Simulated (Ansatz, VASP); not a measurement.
# Si: VASP beside Ansatz

The input POSCAR:

```
Si
1.0
    3.2008762645     -1.9341044126      0.9871488616
    3.2008762645      1.9341044126      0.9871488616
    0.2715967688      0.0000000000      6.6937372018
Si
4
Direct
    0.0625006497      0.5625006498      0.8124996195
    0.4374993502      0.9374993502      0.6875003805
    0.9374993502      0.4374993503      0.1875003805
    0.5625006497      0.0625006497      0.3124996195
```

INCAR.step1

```
SYSTEM = Si
ALGO     = Normal         ! electronic algorithm
EDIFF    = 1E-4           ! SCF threshold, eV
ENCUT    = 520            ! plane-wave cutoff, eV
GGA      = PE             ! functional
ISMEAR   = 0              ! smearing method
LASPH    = .TRUE.         ! aspherical terms in the spheres
LCHARG   = .FALSE.        ! write CHGCAR
LREAL    = .FALSE.        ! projectors in reciprocal space
LWAVE    = .TRUE.         ! write WAVECAR
NBANDS   = 16             ! bands
NELM     = 60             ! most SCF steps
PREC     = Accurate       ! precision mode
SIGMA    = 0.02           ! smearing width, eV
```

The input INCAR.step2:

```
SYSTEM = Si
ALGO     = Normal         ! electronic algorithm
EDIFF    = 1E-7           ! SCF threshold, eV
ENCUT    = 520            ! plane-wave cutoff, eV
ISIF     = 2              ! what is computed and relaxed
ISMEAR   = 0              ! smearing method
ISTART   = 1            
LASPH    = .TRUE.         ! aspherical terms in the spheres
LCHARG   = .TRUE.         ! write CHGCAR
LELF     = .TRUE.         ! ELF
LMIXTAU  = .TRUE.       
LREAL    = .FALSE.        ! projectors in reciprocal space
LVHAR    = .TRUE.       
LWAVE    = .FALSE.        ! write WAVECAR
METAGGA  = R2SCAN         ! meta-GGA
NBANDS   = 16             ! bands
NELM     = 60             ! most SCF steps
PREC     = Accurate       ! precision mode
SIGMA    = 0.02           ! smearing width, eV
```

Contents of KPOINTS:

```
k-points
0
G
  8 8 4
  0 0 0
```

Input for Ansatz:

```yaml
crystal:
  lattice:
    - [3.2008762645, -1.9341044126, 0.9871488616]
    - [3.2008762645, 1.9341044126, 0.9871488616]
    - [0.2715967688, 0.0, 6.6937372018]
  atoms:
    - { symbol: Si, position: [0.0625006497, 0.5625006498, 0.8124996195] }
    - { symbol: Si, position: [0.4374993502, 0.9374993502, 0.6875003805] }
    - { symbol: Si, position: [0.9374993502, 0.4374993503, 0.1875003805] }
    - { symbol: Si, position: [0.5625006497, 0.0625006497, 0.3124996195] }
basis:
  ecutwfc: 500
kpoints:
  mp_grid: { grid: [8, 8, 4] }
  band_path:
    path:
      - [[0.0, 0.0, 0.0], [1.19e-06, 0.50000169, -0.49999612], [0.25000119, 0.75000169, 3.88e-06], [0.50000144, 0.50000144, 3.88e-06], [0.0, 0.0, 0.0], [0.5, 0.5, 1.0], [0.62496347, 0.62496347, 0.75007643]]
      - [[0.3750394, 0.3750394, -0.75006867], [0.0, 0.0, 0.0]]
      - [[1.19e-06, 0.50000169, -0.49999612], [0.25007652, 0.50000228, -0.75006867]]
      - [[0.50000059, 0.74992635, 0.75007643], [0.5, 0.5, 1.0]]
    npoints: 14
hamiltonian:
  xc: r2scan
scf:
  occupations: { method: gaussian, width: 0.02 }
  n_extra_bands: 10
output:
  forces: true
  stress: true
  eigenvalues: true
  populations: true
  dos: { projected: true, de: 0.02, nscf_kmesh: { grid: [12, 12, 6] } }
  bader: true
  write_density: true
  write_potential: true
  elf: true
  volumetric_format: npy
```

Alike in both runs: task single point; functional r2SCAN; k mesh 8 × 8 × 4; occupations gaussian, width 0.02 eV; no spin polarisation.

|  | VASP | Ansatz |
| --- | --- | --- |
| version | VASP 6.6.1 | Ansatz 0.2.0 |
| potentials or method | VASP PAW PBE potentials, release 64 (Si), cutoff 520 eV | scalar-relativistic, plane waves, PAW |
| valence electrons in the cell | 16 | 16 |

Ansatz gave:

- gap on the k mesh at the Fermi level (eV): 0.83
- least direct gap on the mesh (eV): 1.79
- pressure (GPa): -1.3

**Question.** What did VASP give for the same quantities?

**Answer.** gap on the k mesh at the Fermi level (eV): 0.85; least direct gap on the mesh (eV): 1.80; pressure (GPa): -1.6.

VASP's potentials were made for PBE, not for r2SCAN. The functional is the same, so the differences come from potentials, cutoffs and numerics.
